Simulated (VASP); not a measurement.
# Sn2Se (P6/mmm) in VASP: further runs, part 2 of 2

VASP 6.6.1.

### Step 3. Single point, PBE

This run uses another cell than the first one, of 27.79 Å³/atom.

Input file INCAR:

```
SYSTEM = Sn2Se
PREC = Accurate
ENCUT = 520
EDIFF = 1E-6
ISMEAR = 0
SIGMA = 0.1
LREAL = .False.
LASPH = .True.
NELM = 100
ALGO = Normal
ISIF = 2
LWAVE = .False.
LCHARG = .False.
GGA = PE
NBANDS = 24
```

Input file KPOINTS:

```
Automatic mesh
0
Gamma
  6 6 4
  0 0 0
```

Input file POSCAR:

```
Sn2Se
1.0
    4.9722042161      0.0000000000      0.0000000000
   -2.4861021080      4.3060551639      0.0000000000
    0.0000000000      0.0000000000      3.8934368419
Sn Se
2 1
Direct
    0.3333333333      0.6666666667      0.5000000000
    0.6666666667      0.3333333333      0.5000000000
    0.0000000000      0.0000000000      0.0000000000
```

Potentials or basis: VASP PAW PBE potentials, release 64 (Sn_d, Se).

Command:

```sh
$ cat potpaw_PBE.64/Sn_d/POTCAR potpaw_PBE.64/Se/POTCAR > POTCAR
$ mpirun -np 1 vasp_std > vasp.out
```

OUTCAR:

```text
SYSTEM = Sn2Se
   PREC = Accurate
   ENCUT = 520
   EDIFF = 1E-6
   ISMEAR = 0
   LREAL = .False.
   LASPH = .True.
   NELM = 100
   ISIF = 2
   GGA = PE

 ion  position               nearest neighbor table
   1  0.333  0.667  0.500-   2 2.87   2 2.87   2 2.87
   2  0.667  0.333  0.500-   1 2.87   1 2.87   1 2.87
   3  0.000  0.000  0.000-

  LATTYP: Found a hexagonal cell.
 ALAT       =     4.9722042161
 C/A-ratio  =     0.7830404128

  Lattice vectors:

 A1 = (   4.9722042161,   0.0000000000,   0.0000000000)
 A2 = (  -2.4861021080,   4.3060551639,   0.0000000000)
 A3 = (   0.0000000000,   0.0000000000,   3.8934368419)

Analysis of symmetry for initial positions (statically):
=====================================================================
 Subroutine PRICEL returns:
 Original cell was already a primitive cell.

 Routine SETGRP: Setting up the symmetry group for a
 hexagonal supercell.

 Subroutine GETGRP returns: Found 24 space group operations
 (whereof 24 operations were pure point group operations)
 out of a pool of 24 trial point group operations.

The static configuration has the point symmetry D_6h.

Analysis of symmetry for dynamics (positions and initial velocities):
=====================================================================
 Subroutine PRICEL returns:
 Original cell was already a primitive cell.

 Routine SETGRP: Setting up the symmetry group for a
 hexagonal supercell.

 Subroutine GETGRP returns: Found 24 space group operations
 (whereof 24 operations were pure point group operations)
 out of a pool of 24 trial point group operations.

The dynamic configuration has the point symmetry D_6h.

 Subroutine INISYM returns: Found 24 space group operations
 (whereof 24 operations are pure point group operations),
 and found     1 'primitive' translations

----------------------------------------------------------------------------------------

                                     Primitive cell

  volume of cell :      83.3608

  direct lattice vectors                    reciprocal lattice vectors
     4.972204216  0.000000000  0.000000000     0.201118047  0.116115558  0.000000000
    -2.486102108  4.306055164  0.000000000     0.000000000  0.232231117  0.000000000
     0.000000000  0.000000000  3.893436842     0.000000000  0.000000000  0.256842487

  length of vectors
     4.972204216  4.972204216  3.893436842     0.232231117  0.232231117  0.256842487

  position of ions in fractional coordinates (direct lattice)
     0.333333333  0.666666667  0.500000000
     0.666666667  0.333333333  0.500000000
     0.000000000  0.000000000  0.000000000

  ion indices of the primitive-cell ions
   primitive index   ion index
                 1           1
                 2           2
                 3           3

----------------------------------------------------------------------------------------

 KPOINTS: Automatic mesh

Automatic generation of k-mesh.
 Grid dimensions read from file:
 generate k-points for:    6    6    4

 Generating k-lattice:

  Cartesian coordinates                     Fractional coordinates (reciprocal lattice)
     0.033519674  0.019352593  0.000000000     0.166666667 -0.000000000  0.000000000
     0.000000000  0.038705186  0.000000000     0.000000000  0.166666667  0.000000000
     0.000000000  0.000000000  0.064210622     0.000000000  0.000000000  0.250000000

  Length of vectors
     0.038705186  0.038705186  0.064210622

  Shift w.r.t. Gamma in fractional coordinates (k-lattice)
     0.000000000  0.000000000  0.000000000

 Subroutine IBZKPT returns following result:
 ===========================================

 Found     21 irreducible k-points:

 Following reciprocal coordinates:
            Coordinates               Weight
  0.000000  0.000000  0.000000      1.000000
  0.166667  0.000000  0.000000      6.000000
  0.333333  0.000000  0.000000      6.000000
  0.500000  0.000000  0.000000      3.000000
  0.166667  0.166667  0.000000      6.000000
  0.333333  0.166667  0.000000     12.000000
[... 13 lines left out ...]
  0.333333  0.166667  0.500000     12.000000
  0.333333  0.333333  0.500000      2.000000
   k-points           NKPTS =     21   k-points in BZ     NKDIM =     21   number of bands    NBANDS=     24
   number of dos      NEDOS =    301   number of ions     NIONS =      3
   total plane-waves  NPLWV =  48000
   dimension x,y,z NGX =    40 NGY =   40 NGZ =   30
   dimension x,y,z NGXF=    80 NGYF=   80 NGZF=   60
   ions per type =               2   1
   NGX,Y,Z   is equivalent  to a cutoff of  13.37, 13.37, 12.81 a.u.
   NGXF,Y,Z  is equivalent  to a cutoff of  26.75, 26.75, 25.62 a.u.
 SYSTEM =  Sn2Se
   PREC   = accura    normal or accurate (medium, high low for compatibility)
   ISTART =      0    job   : 0-new  1-cont  2-samecut
   ICHARG =      2    charge: 1-file 2-atom 10-const
   ISPIN  =      1    spin polarized calculation?
   LNONCOLLINEAR =      F non collinear calculations
   LSORBIT =      F    spin-orbit coupling
   LASPH  =      T    aspherical Exc in radial PAW
   ENCUT  =  520.0 eV  38.22 Ry    6.18 a.u.   9.25  9.25  7.24*2*pi/ulx,y,z
   NELM   =    100;   NELMIN=  2; NELMDL= -5     # of ELM steps
   EDIFF  = 0.1E-05   stopping-criterion for ELM
   LREAL  =      F    real-space projection
   EDIFFG = 0.1E-04   stopping-criterion for IOM
   NSW    =      0    number of steps for IOM
   IBRION =     -1    ionic relax: 0-MD 1-quasi-New 2-CG
   NFREE  =      0    steps in history (QN), initial steepest desc. (CG)
   ISIF   =      2    stress and relaxation
   ISYM   =      2    0-nonsym 1-usesym 2-fastsym
   POTIM  = 0.5000    time-step for ionic-motion
   TEBEG  =    0.0;   TEEND  =   0.0 temperature during run
   PSTRESS=    0.0 pullay stress
   NELECT =      34.0000    total number of electrons
   NUPDOWN=      -1.0000    fix difference up-down
   EMIN   =  10.00;   EMAX   =-10.00  energy-range for DOS
   EFERMI =   0.00;   METHOD = LEGACY
   ISMEAR =     0;   SIGMA  =   0.10  broadening in eV -4-tet -1-fermi 0-gaus
   EFERMI_NEDOS =   21; number of points for ismear=-14 and -15
   IALGO  =     38    algorithm
   IMIX   =      4    mixing-type and parameters
     AMIX     =   0.40;   BMIX     =  1.00
     AMIX_MAG =   1.60;   BMIX_MAG =  1.00
  volume/ion in A,a.u.               =      27.79       187.52
  Fermi-wavevector in a.u.,A,eV,Ry     =   1.214080  2.294278 20.054849  1.473990
  Thomas-Fermi vector in A             =   2.349511
   LORBIT       =      0    0 simple, 1 ext, 2 COOP (PROOUT), +10 PAW based schemes
   GGA     = PE    functional components
   LHFCALC =     F    Hartree Fock is set to
   AEXX    =    0.0000 exact exchange contribution
   IVDW    =     0    specifies the selected vdW correction
   LEPSILON=     F    determine dielectric tensor
   LRPA    =     F    only Hartree local field effects (RPA)
 non-spin polarized calculation
 Gauss-broadening in eV      SIGMA  =   0.10
  energy-cutoff  :      520.00
  volume of cell :       83.36
 maximum number of plane-waves:      2270
 NGX is ok and might be reduce to    40
   NGX = 19   NGY = 19   NGZ = 15

 number of electron      33.9999984 magnetization

 Free energy of the ion-electron system (eV)
  ---------------------------------------------------
  ext. energy  EPLUGINS =         0.00000000
  ---------------------------------------------------
  free energy    TOTEN  =       -10.79867856 eV

  energy without entropy =      -10.78852269  energy(sigma->0) =      -10.79360062

 E-fermi :   5.9364     XC(G=0):  -9.8147

 val. band max:        5.8154341721   @ k =   0.3333   0.0000   0.2500
 cond. band min:       5.9509709118   @ k =   0.3333   0.1667   0.0000
 fundamental gap:      0.1355367397
 Fermi energy:         5.9364481629

 k-point     1 :       0.0000    0.0000    0.0000
  band No.  band energies     occupation
      1     -15.8103      2.00000
      2     -15.6894      2.00000
      3     -15.6894      2.00000
      4     -15.6701      2.00000
      5     -15.6701      2.00000
      6     -15.5704      2.00000
[... 16 lines left out ...]
     23      11.9471      0.00000
     24      14.8281      0.00000
[... 517 lines left out ...]
      2     -15.7513      2.00000
      3     -15.7513      2.00000
      4     -15.7234      2.00000
      5     -15.6332      2.00000
      6     -15.6332      2.00000
[... 16 lines left out ...]
     23      15.3144      0.00000
     24      16.2564      0.00000

------------------------ aborting loop because EDIFF is reached ----------------------------------------

  FORCE on cell =-STRESS in cart. coord.  units (eV):
  Direction    XX          YY          ZZ          XY          YZ          ZX
  --------------------------------------------------------------------------------------
  -------------------------------------------------------------------------------------
  Total       -0.0342095     -0.0342095     -0.1080454     -0.0000000      0.0000000      0.0000000
  in kB       -0.6575004     -0.6575004     -2.0766105     -0.0000000      0.0000000      0.0000000
  external PRESSURE =      -1.1305371 kB  Pullay stress =       0.0000000 kB

 VOLUME and BASIS-vectors are now :
 -----------------------------------------------------------------------------
  energy-cutoff  :      520.00
  volume of cell :       83.36
      direct lattice vectors                 reciprocal lattice vectors
     4.972204216  0.000000000  0.000000000     0.201118047  0.116115558  0.000000000
    -2.486102108  4.306055164  0.000000000     0.000000000  0.232231117  0.000000000
     0.000000000  0.000000000  3.893436842     0.000000000  0.000000000  0.256842487

 POSITION                                       TOTAL-FORCE (eV/Angst)
 -----------------------------------------------------------------------------------
     -0.00000      2.87070      1.94672         0.000000     -0.000000      0.000000
      2.48610      1.43535      1.94672        -0.000000      0.000000      0.000000
      0.00000      0.00000      0.00000         0.000000     -0.000000      0.000000
 -----------------------------------------------------------------------------------
    total drift:                               -0.000000      0.000000      0.000000

  FREE ENERGIE OF THE ION-ELECTRON SYSTEM (eV)
  ---------------------------------------------------
  free  energy   TOTEN  =       -10.7986785556 eV

  energy  without entropy=      -10.7885226901  energy(sigma->0) =      -10.79360062
```

OSZICAR:

```text
N       E                     dE             d eps       ncg     rms          rms(c)
DAV:   1     0.274141387744E+03    0.27414E+03   -0.17200E+04  1048   0.194E+03
DAV:   2     0.199255802865E+02   -0.25422E+03   -0.24626E+03  1056   0.471E+02
DAV:   3    -0.997754461683E+01   -0.29903E+02   -0.29381E+02  1216   0.141E+02
DAV:   4    -0.110288199418E+02   -0.10513E+01   -0.10493E+01  1136   0.296E+01
DAV:   5    -0.110595234214E+02   -0.30703E-01   -0.30701E-01  1488   0.512E+00    0.329E+00
DAV:   6    -0.108146268089E+02    0.24490E+00   -0.41045E-01  1304   0.484E+00    0.189E+00
DAV:   7    -0.108037259223E+02    0.10901E-01   -0.73006E-02  1288   0.156E+00    0.969E-01
DAV:   8    -0.107986561073E+02    0.50698E-02   -0.18088E-02  1464   0.915E-01    0.108E-01
DAV:   9    -0.107986075126E+02    0.48595E-04   -0.27837E-03  1184   0.379E-01    0.591E-02
DAV:  10    -0.107986755162E+02   -0.68004E-04   -0.34554E-04  1352   0.138E-01    0.204E-02
DAV:  11    -0.107986797139E+02   -0.41978E-05   -0.11928E-05  1392   0.238E-02    0.900E-03
DAV:  12    -0.107986785945E+02    0.11194E-05   -0.17401E-06   952   0.130E-02    0.166E-03
DAV:  13    -0.107986785556E+02    0.38924E-07   -0.17312E-07   720   0.430E-03
   1 F= -.10798679E+02 E0= -.10793601E+02  d E =-.101559E-01
```

stdout:

```text
POSCAR found type information on POSCAR SnSe
 POSCAR found :  2 types and       3 ions
 scaLAPACK will be used
 LDA part: xc-table for (Slater+PW92), standard interpolation
 POSCAR, INCAR and KPOINTS ok, starting setup
 FFT: planning ... GRIDC
 FFT: planning ... GRID_SOFT
 FFT: planning ... GRID
 WAVECAR not read
 entering main loop
```

Run time: 55 s. Hardware: 1 thread of Intel Xeon Platinum 8259CL at 2.50GHz (Skylake/Cascade Lake), shared host; peak memory 0.22 GiB.

Results:

```
Free energy            : -10.7987 eV
Pressure               : -0.1 GPa
Band gap on the k mesh : zero (bands 17 and 18 overlap by 2.49 eV)
```

Levels at points of the mesh, in eV from the Fermi level:
| k point | band 13 | band 14 | band 15 | band 16 | band 17 | band 18 | band 19 | band 20 | band 21 | band 22 |
| --- | --- | --- | --- | --- | --- | --- | --- | --- | --- | --- |
| (0.00, 0.00, 0.00) | -3.17 | -2.53 | -2.53 | -1.67 | -1.67 | -1.64 | 2.88 | 4.00 | 5.46 | 5.46 |
| (0.50, 0.00, 0.00) | -6.57 | -4.08 | -0.80 | -0.52 | 0.85 | 0.99 | 1.84 | 3.89 | 5.21 | 5.38 |
| (0.00, 0.00, 0.50) | -2.31 | -2.07 | -1.63 | -1.63 | -1.39 | -0.81 | -0.81 | 1.78 | 2.32 | 2.32 |
| (0.50, 0.00, 0.50) | -6.51 | -4.14 | -2.58 | -1.98 | -1.91 | -0.70 | 2.31 | 3.49 | 6.54 | 6.63 |

Caveat: the k points lie up to 0.40 Å⁻¹ apart, too coarse for converged energies and pressures of a metal; spin-orbit coupling is left out, which moves the levels of the heavy elements.

### Step 4. Relaxation of cell and atoms, PBE

Input file INCAR:

```
SYSTEM = Sn2Se
ALGO = Normal
EDIFF = 1E-6
EDIFFG = -0.04
ENCUT = 600
GGA = PE
IBRION = 2
ISIF = 3
ISMEAR = 0
LASPH = .True.
LCHARG = .False.
LREAL = .False.
LWAVE = .False.
NELM = 100
NSW = 90
PREC = Accurate
SIGMA = 0.1
```

Input file KPOINTS:

```
k-points
0
Gamma
  6 6 4
  0 0 0
```

Input file POSCAR:

```
Sn2Se
1.0
    4.4408332600      0.0000000000      0.0000000000
   -2.2204166300      3.8458744200      0.0000000000
    0.0000000000      0.0000000000      4.8002724900
Sn Se
2 1
Direct
    0.3333333300      0.6666666700      0.5000000000
    0.6666666700      0.3333333300      0.5000000000
    0.0000000000      0.0000000000      0.0000000000
```

Command:

```sh
$ cat potpaw_PBE.64/Sn_d/POTCAR potpaw_PBE.64/Se/POTCAR > POTCAR
$ mpirun -np 1 vasp_std > vasp.out
```

Wall time 5.4 min (1 thread of Intel Xeon Platinum 8259CL at 2.50GHz (Skylake/Cascade Lake), shared host); peak memory 0.25 GiB.

The run converged. Its results:

- Free energy: -10.7966 eV
- Relaxed volume: 27.79 Å³/atom
- Relaxed cell: a = 4.971 Å, b = 4.971 Å, c = 3.896 Å, α = 90.00°, β = 90.00°, γ = 120.00°
- Space group after relaxing (to 0.1 Å): P6/mmm (No. 191)
- Energy gained by relaxing: 387.9 meV/atom
- Ionic steps: 13
- Pressure after relaxing: -0.1 GPa
- Band gap on the k mesh: zero (bands 17 and 18 overlap by 2.50 eV)

Stress tensor (GPa, compression positive):
```
-0.03  0.00  0.00
 0.00 -0.03  0.00
 0.00  0.00 -0.21
```

The path:
| step | energy change (eV) | largest force (eV/Å) | pressure (GPa) | volume (Å³) |
| --- | --- | --- | --- | --- |
| 1 | 0.0000 | 0.0000 | 10.77 | 81.98 |
| 2 | -0.7479 | 0.0000 | -4.50 | 104.74 |
| 3 | -0.8420 | 0.0000 | -2.00 | 97.35 |
| 4 | -0.8425 | 0.0000 | -2.15 | 97.73 |
| 5 | -0.9825 | 0.0000 | -1.61 | 93.37 |
| 6 | -1.1052 | 0.0000 | -0.83 | 87.80 |
| 7 | -1.0618 | 0.0000 | 2.79 | 76.38 |
| 8 | -1.1616 | 0.0000 | 0.11 | 83.33 |
| 9 | -1.1626 | 0.0000 | 0.47 | 82.24 |
| 10 | -1.1630 | 0.0000 | 0.37 | 82.63 |
| 11 | -1.1627 | 0.0000 | 0.26 | 82.94 |
| 12 | -1.1632 | 0.0000 | -0.30 | 83.67 |
| 13 | -1.1636 | 0.0000 | -0.09 | 83.37 |

Final structure:
```
CELL_PARAMETERS angstrom
4.97110 0.00000 0.00000
-2.48555 4.30510 0.00000
0.00000 0.00000 3.89568
ATOMIC_POSITIONS crystal
Sn 0.33333 0.66667 0.50000
Sn 0.66667 0.33333 0.50000
Se 0.00000 0.00000 0.00000
```

Levels at points of the mesh, in eV from the Fermi level:
| k point | band 14 | band 15 | band 16 | band 17 | band 18 | band 19 | band 20 | band 21 |
| --- | --- | --- | --- | --- | --- | --- | --- | --- |
| (0.00, 0.00, 0.00) | -2.53 | -2.53 | -1.67 | -1.67 | -1.65 | 2.87 | 4.00 | 5.46 |
| (0.50, 0.00, 0.00) | -4.07 | -0.81 | -0.52 | 0.85 | 0.99 | 1.83 | 3.89 | 5.22 |
| (0.00, 0.00, 0.50) | -2.07 | -1.63 | -1.63 | -1.39 | -0.81 | -0.81 | 1.79 | 2.32 |
| (0.50, 0.00, 0.50) | -4.14 | -2.57 | -1.99 | -1.91 | -0.69 | 2.31 | 3.49 | 6.54 |

Caveat: a cell axis changed by over 15 % at a fixed basis, so the end point is rough; spin-orbit coupling is left out, which moves the levels of the heavy elements.

### Step 5. The runs side by side

```tsv
task	cell	cutoff (eV)	gap on the mesh (eV)	pressure (GPa)
single point	a = 4.441, b = 4.441, c = 4.800 Å, angles 90.0, 90.0, 120.0°, 3 atoms	520	none	10.7
single point	a = 4.972, b = 4.972, c = 3.893 Å, angles 90.0, 90.0, 120.0°, 3 atoms	520	none	-0.1
relaxation of cell and atoms	relaxed from a = 4.441, b = 4.441, c = 4.800 Å, angles 90.0, 90.0, 120.0°, 3 atoms	600	none	-0.1
```

Alike in all rows: level PBE; potentials or basis VASP PAW PBE potentials, release 64 (Sn_d, Se); no spin polarisation; k mesh 6 × 6 × 4; smearing gaussian 0.1 eV.

Caveats: some runs use coarse meshes; spin-orbit coupling is left out, which moves the levels of the heavy elements; the cell stands under pressure (at least some runs); a cell axis changed by over 15 % at a fixed basis, so the end point is rough (at least some runs).

Total energies depend on the potentials used, so only differences within one code and one set of settings carry meaning.
